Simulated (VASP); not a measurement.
# Mg (P6_3/mmc) in VASP: single point with r2SCAN

Aim: the single point of Mg with r2SCAN.

Everything below comes from runs of VASP 6.6.1. Logs are shortened: lines on timing, memory, paths and dates and some standing lists are left out, and cuts for length are marked.

### 1 The cell of the first run

The structure is hexagonal, space group P6_3/mmc (No. 194). Conventional cell: a = 3.078 Å, b = 3.078 Å, c = 5.170 Å, α = 90.00°, β = 90.00°, γ = 120.00°. Mg (site symmetry -6m2) has 12 Mg at 3.08 to 3.14 Å within 4.1 Å.

### 2 Single point, r2SCAN

POSCAR

```
Mg
1.0
    3.0784702614      0.0000000000      0.0000000000
   -1.5392351307      2.6660334512      0.0000000000
    0.0000000000      0.0000000000      5.1702731020
Mg
2
Direct
    0.6666666667      0.3333333333      0.2500000000
    0.3333333333      0.6666666667      0.7500000000
```

INCAR.step1

```
PREC = Accurate
ENCUT = 520
ISMEAR = 0
SIGMA = 0.1
LREAL = F
LASPH = T
NELM = 100
NBANDS = 9
GGA = PE
ALGO = Normal
EDIFF = 1E-4
LWAVE = T
LCHARG = F
```

INCAR.step2

```
PREC = Accurate
ENCUT = 520
EDIFF = 1E-7
ISMEAR = 0
SIGMA = 0.1
LREAL = F
LASPH = T
NELM = 100
ALGO = Normal
ISIF = 2
LWAVE = F
LCHARG = F
METAGGA = R2SCAN
LMIXTAU = T
NBANDS = 9
ISTART = 1
```

KPOINTS

```
Automatic mesh
0
Gamma
  12 12 7
```

Potentials or basis: VASP PAW PBE potentials, release 64 (Mg).

Command:

```sh
$ cat potpaw_PBE.64/Mg/POTCAR > POTCAR
$ cp INCAR.step1 INCAR
$ mpirun -np 1 vasp_std > vasp.out
$ cp INCAR.step2 INCAR
$ mpirun -np 1 vasp_std > vasp.out
```

OUTCAR:

```text
PREC = Accurate
   ENCUT = 520
   EDIFF = 1E-7
   ISMEAR = 0
   LREAL = F
   LASPH = T
   NELM = 100
   ISIF = 2
   METAGGA = R2SCAN
   ISTART = 1

 ion  position               nearest neighbor table
   1  0.667  0.333  0.250-   2 3.14   2 3.14   2 3.14   2 3.14   2 3.14   2 3.14
   2  0.333  0.667  0.750-   1 3.14   1 3.14   1 3.14   1 3.14   1 3.14   1 3.14

  LATTYP: Found a hexagonal cell.
 ALAT       =     3.0784702614
 C/A-ratio  =     1.6794942497

  Lattice vectors:

 A1 = (   3.0784702614,   0.0000000000,   0.0000000000)
 A2 = (  -1.5392351307,   2.6660334512,   0.0000000000)
 A3 = (   0.0000000000,   0.0000000000,   5.1702731020)

Analysis of symmetry for initial positions (statically):
=====================================================================
 Subroutine PRICEL returns:
 Original cell was already a primitive cell.

 Routine SETGRP: Setting up the symmetry group for a
 hexagonal supercell.

 Subroutine GETGRP returns: Found 24 space group operations
 (whereof 12 operations were pure point group operations)
 out of a pool of 24 trial point group operations.

The static configuration has the point symmetry D_3d.
 The point group associated with its full space group is D_6h.

Analysis of symmetry for dynamics (positions and initial velocities):
=====================================================================
 Subroutine PRICEL returns:
 Original cell was already a primitive cell.

 Routine SETGRP: Setting up the symmetry group for a
 hexagonal supercell.

 Subroutine GETGRP returns: Found 24 space group operations
 (whereof 12 operations were pure point group operations)
 out of a pool of 24 trial point group operations.

The dynamic configuration has the point symmetry D_3d.
 The point group associated with its full space group is D_6h.

 Subroutine INISYM returns: Found 24 space group operations
 (whereof 12 operations are pure point group operations),
 and found     1 'primitive' translations

----------------------------------------------------------------------------------------

                                     Primitive cell

  volume of cell :      42.4340

  direct lattice vectors                    reciprocal lattice vectors
     3.078470261  0.000000000  0.000000000     0.324836661  0.187544534  0.000000000
    -1.539235131  2.666033451  0.000000000     0.000000000  0.375089067  0.000000000
     0.000000000  0.000000000  5.170273102     0.000000000  0.000000000  0.193413381

  length of vectors
     3.078470261  3.078470261  5.170273102     0.375089067  0.375089067  0.193413381

  position of ions in fractional coordinates (direct lattice)
     0.666666667  0.333333333  0.250000000
     0.333333333  0.666666667  0.750000000

  ion indices of the primitive-cell ions
   primitive index   ion index
                 1           1
                 2           2

----------------------------------------------------------------------------------------

 KPOINTS: Automatic mesh

Automatic generation of k-mesh.
 Grid dimensions read from file:
 generate k-points for:   12   12    7

 Generating k-lattice:

  Cartesian coordinates                     Fractional coordinates (reciprocal lattice)
     0.027069722  0.015628711  0.000000000     0.083333333 -0.000000000  0.000000000
     0.000000000  0.031257422  0.000000000     0.000000000  0.083333333  0.000000000
     0.000000000  0.000000000  0.027630483     0.000000000  0.000000000  0.142857143

  Length of vectors
     0.031257422  0.031257422  0.027630483

  Shift w.r.t. Gamma in fractional coordinates (k-lattice)
     0.000000000  0.000000000  0.000000000

 Subroutine IBZKPT returns following result:
 ===========================================

 Found     76 irreducible k-points:

 Following reciprocal coordinates:
            Coordinates               Weight
  0.000000  0.000000  0.000000      1.000000
  0.083333  0.000000  0.000000      6.000000
  0.166667  0.000000  0.000000      6.000000
  0.250000  0.000000  0.000000      6.000000
  0.333333  0.000000  0.000000      6.000000
  0.416667  0.000000  0.000000      6.000000
[... 16 lines left out ...]
  0.250000  0.000000  0.142857     12.000000
  0.333333  0.000000  0.142857     12.000000
 [... further k-points ...]
   k-points           NKPTS =     76   k-points in BZ     NKDIM =     76   number of bands    NBANDS=      9
   number of dos      NEDOS =    301   number of ions     NIONS =      2
   total plane-waves  NPLWV =  23040
   dimension x,y,z NGX =    24 NGY =   24 NGZ =   40
   dimension x,y,z NGXF=    48 NGYF=   48 NGZF=   80
   ions per type =               2
   NGX,Y,Z   is equivalent  to a cutoff of  12.96, 12.96, 12.86 a.u.
   NGXF,Y,Z  is equivalent  to a cutoff of  25.92, 25.92, 25.72 a.u.
 SYSTEM =  unknown system
   PREC   = accura    normal or accurate (medium, high low for compatibility)
   ISTART =      1    job   : 0-new  1-cont  2-samecut
   ICHARG =      0    charge: 1-file 2-atom 10-const
   ISPIN  =      1    spin polarized calculation?
   LNONCOLLINEAR =      F non collinear calculations
   LSORBIT =      F    spin-orbit coupling
   LASPH  =      T    aspherical Exc in radial PAW
   ENCUT  =  520.0 eV  38.22 Ry    6.18 a.u.   5.72  5.72  9.61*2*pi/ulx,y,z
   NELM   =    100;   NELMIN=  2; NELMDL=  0     # of ELM steps
   EDIFF  = 0.1E-06   stopping-criterion for ELM
   LREAL  =      F    real-space projection
   EDIFFG = 0.1E-05   stopping-criterion for IOM
   NSW    =      0    number of steps for IOM
   IBRION =     -1    ionic relax: 0-MD 1-quasi-New 2-CG
   NFREE  =      0    steps in history (QN), initial steepest desc. (CG)
   ISIF   =      2    stress and relaxation
   ISYM   =      2    0-nonsym 1-usesym 2-fastsym
   POTIM  = 0.5000    time-step for ionic-motion
   TEBEG  =    0.0;   TEEND  =   0.0 temperature during run
   PSTRESS=    0.0 pullay stress
   NELECT =       4.0000    total number of electrons
   NUPDOWN=      -1.0000    fix difference up-down
   EMIN   =  10.00;   EMAX   =-10.00  energy-range for DOS
   EFERMI =   0.00;   METHOD = LEGACY
   ISMEAR =     0;   SIGMA  =   0.10  broadening in eV -4-tet -1-fermi 0-gaus
   EFERMI_NEDOS =   21; number of points for ismear=-14 and -15
   IALGO  =     38    algorithm
   IMIX   =      4    mixing-type and parameters
     AMIX     =   0.40;   BMIX     =  1.00
     AMIX_MAG =   1.60;   BMIX_MAG =  1.00
  volume/ion in A,a.u.               =      21.22       143.18
  Fermi-wavevector in a.u.,A,eV,Ry     =   0.745058  1.407956  7.552752  0.555112
  Thomas-Fermi vector in A             =   1.840556
   LORBIT       =      0    0 simple, 1 ext, 2 COOP (PROOUT), +10 PAW based schemes
   METAGGA = R2SCAN    functional components
   LHFCALC =     F    Hartree Fock is set to
   AEXX    =    0.0000 exact exchange contribution
   IVDW    =     0    specifies the selected vdW correction
   LEPSILON=     F    determine dielectric tensor
   LRPA    =     F    only Hartree local field effects (RPA)
 non-spin polarized calculation
 Gauss-broadening in eV      SIGMA  =   0.10
  energy-cutoff  :      520.00
  volume of cell :       42.43
 maximum number of plane-waves:      1172
 NGX is ok and might be reduce to    24
   NGX = 11   NGY = 11   NGZ = 19

 number of electron       4.0000000 magnetization

 Free energy of the ion-electron system (eV)
  ---------------------------------------------------
  ext. energy  EPLUGINS =         0.00000000
  ---------------------------------------------------
  free energy    TOTEN  =        -8.26715400 eV

  energy without entropy =       -8.26319309  energy(sigma->0) =       -8.26517355

 E-fermi :   3.0550     XC(G=0):  -9.2977

 val. band max:        3.0263785187   @ k =   0.3333   0.1667   0.0000
 cond. band min:       3.1041040222   @ k =   0.0833   0.0000   0.1429
 fundamental gap:      0.0777255035
 Fermi energy:         3.0550071945

 k-point     1 :       0.0000    0.0000    0.0000
  band No.  band energies     occupation
      1      -4.6751      2.00000
      2       0.8297      2.00000
      3       1.5439      2.00000
      4      15.6430      0.00000
      5      15.6430      0.00000
      6      15.8305      0.00000
      7      16.0557      0.00000
      8      16.0557      0.00000
      9      18.4913      0.00000

 k-point     2 :       0.0833    0.0000    0.0000
  band No.  band energies     occupation
      1      -4.5185      2.00000
      2       0.9738      2.00000
      3       1.6928      2.00000
      4      13.1273      0.00000
      5      14.4567      0.00000
      6      15.1550      0.00000
      7      16.6594      0.00000
      8      17.3635      0.00000
      9      18.1450      0.00000

 k-point     3 :       0.1667    0.0000    0.0000
  band No.  band energies     occupation
      1      -4.0500      2.00000
      2       1.4064      2.00000
      3       2.1320      2.00000
      4      10.2792      0.00000
      5      13.3178      0.00000
      6      13.6679      0.00000
      7      15.3187      0.00000
      8      16.2864      0.00000
      9      18.1058      0.00000

 k-point     4 :       0.2500    0.0000    0.0000
  band No.  band energies     occupation
      1      -3.2747      2.00000
      2       2.1284      2.00000
      3       2.8284      1.99865
      4       7.6429      0.00000
      5      12.0248      0.00000
      6      12.4257      0.00000
      7      12.5955      0.00000
      8      15.0484      0.00000
      9      17.0622      0.00000
[... 205 lines left out ...]
 k-point    22 :       0.1667    0.0000    0.1429
  band No.  band energies     occupation
      1      -3.9284      2.00000
      2       0.2179      2.00000
      3       3.5275      0.00000
      4      10.3797      0.00000
      5      13.4058      0.00000
      6      13.4177      0.00000
      7      14.3697      0.00000
      8      15.9648      0.00000
      9      16.8978      0.00000

 k-point    23 :       0.2500    0.0000    0.1429
  band No.  band energies     occupation
      1      -3.1541      2.00000
      2       0.9518      2.00000
      3       4.1952      0.00000
      4       7.7655      0.00000
      5      11.1831      0.00000
      6      12.5264      0.00000
      7      13.1176      0.00000
      8      15.2673      0.00000
      9      16.0572      0.00000

 k-point    24 :       0.3333    0.0000    0.1429
  band No.  band energies     occupation
      1      -2.0818      2.00000
      2       1.9502      2.00000
      3       4.6220      0.00000
      4       5.9193      0.00000
      5       8.9306      0.00000
      6      11.4860      0.00000
      7      11.8887      0.00000
      8      14.1831      0.00000
      9      15.4016      0.00000

 [... further k-points ...]
[... 5 lines left out ...]
  --------------------------------------------------------------------------------------
  -------------------------------------------------------------------------------------
  Total        1.0381907      1.0381907     -0.0781098      0.0000000      0.0000000      0.0000000
  in kB       39.1988806     39.1988806     -2.9491845      0.0000000      0.0000000      0.0000000
  external PRESSURE =      25.1495256 kB  Pullay stress =       0.0000000 kB

 VOLUME and BASIS-vectors are now :
 -----------------------------------------------------------------------------
  energy-cutoff  :      520.00
  volume of cell :       42.43
      direct lattice vectors                 reciprocal lattice vectors
     3.078470261  0.000000000  0.000000000     0.324836661  0.187544534  0.000000000
    -1.539235131  2.666033451  0.000000000     0.000000000  0.375089067  0.000000000
     0.000000000  0.000000000  5.170273102     0.000000000  0.000000000  0.193413381

 POSITION                                       TOTAL-FORCE (eV/Angst)
 -----------------------------------------------------------------------------------
      1.53924      0.88868      1.29257        -0.000000      0.000000      0.000000
     -0.00000      1.77736      3.87770         0.000000      0.000000      0.000000
 -----------------------------------------------------------------------------------
    total drift:                                0.000000     -0.000000      0.000000

  FREE ENERGIE OF THE ION-ELECTRON SYSTEM (eV)
  ---------------------------------------------------
  free  energy   TOTEN  =        -8.2671540039 eV

  energy  without entropy=       -8.2631930877  energy(sigma->0) =       -8.26517355
```

Wall time 68 s (1 thread of Intel Xeon Platinum 8488C (Sapphire Rapids), shared host); peak memory 0.18 GiB.

What came out:

- Free energy: -8.2672 eV
- Pressure: 2.5 GPa
- Band gap on the k mesh: zero (band 2 reaches 4.18 eV, above the bottom of band 3 at 1.54 eV)

Levels at points of the mesh, in eV from the Fermi level:
| k point | band 1 | band 2 | band 3 | band 4 | band 5 | band 6 |
| --- | --- | --- | --- | --- | --- | --- |
| (0.00, 0.00, 0.00) | -7.73 | -2.23 | -1.51 | 12.59 | 12.59 | 12.78 |
| (0.50, 0.00, 0.00) | -2.40 | -2.13 | 2.91 | 3.08 | 3.58 | 4.11 |

Caveat: the PAW data sets were made with another functional, which shifts forces and pressure a little.
